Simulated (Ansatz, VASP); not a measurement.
Sb in VASP and in Ansatz

```xyz
2
Lattice="2.1606 1.2474 3.6968 -2.1606 1.2474 3.6968 0.0000 -2.4949 3.6968" Properties=species:S:1:pos:R:3 pbc="T T T"
Sb    0.0000    0.0000    2.6106
Sb    0.0000    0.0000    8.4798
```

Alike in both runs: functional PBEsol; k mesh 9 × 9 × 9; occupations fermi-dirac, width 0.05 eV; no spin polarisation.

Ansatz relaxed the structure, and its values are those at the end. VASP's run is a single point on that final structure, the one shown.

```csv
,VASP,Ansatz
version,VASP 6.6.1,Ansatz 0.2.0
potentials or method,"VASP PAW PBE potentials, release 64 (Sb_d_GW)","PAW with Ansatz's default frozen-core files, scalar-relativistic"
plane-wave cutoff (eV),500,420
valence electrons in the cell,30,30
```

|  | VASP | Ansatz | Ansatz less VASP |
| --- | --- | --- | --- |
| pressure (GPa) | -0.1 | 0.0 | +0.08 |

VASP's potentials were made for PBE, not for PBEsol.

Spin-orbit coupling is off throughout.
